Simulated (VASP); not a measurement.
Crystal: FeO.

```
Fe O
1.0
    -1.60210    1.60210    2.08339
     1.60210   -1.60210    2.08339
     1.60210    1.60210   -2.08339
Fe O
1 1
Direct
  0.00000 0.00000 0.00000
  0.50000 0.50000 0.00000
```

Base run:

```yaml
Program: VASP 6.6.1
Functional: PBEsol
Potentials_or_basis: VASP PAW PBE potentials, release 64 (Fe, O)
Cutoff: 520 eV
k_mesh: 10 × 10 × 10
Occupations: fermi-dirac, width 0.05 eV
Spin: collinear spin, ferromagnetic start
Starting_moments: "[2.2, 0.0] μB"
Fixed_moment: 2.2 μB
```

Its results: pressure -30.9 GPa; site moments Fe +2.18; O -0.01 μB.

Task: After a change of settings the same cell gave: pressure -22.8 GPa; site moments Fe +2.19; O -0.02 μB. Which change was it?
A. fixed moment from 2.2 μB to 0.8 μB; moments at the start from [2.2, 0.0] to [0.8, 0.0]
B. fixed moment from 2.2 μB to 3.8 μB; moments at the start from [2.2, 0.0] to [3.8, 0.0]
C. functional from PBEsol to PBE; further incar settings from ALGO = Normal; EDIFF = 1e-06; NBANDS = 18 to ALGO = Normal; EDIFF = 1e-07; NBANDS = 18

Result: C.

Caveats: the cell stands under tension; the total moment is fixed, so each spin has its own Fermi level; a cell with one magnetic atom can't hold antiferromagnetic order, which such compounds often take; the PAW data sets were made with another functional, which shifts forces and pressure a little (at least some runs).
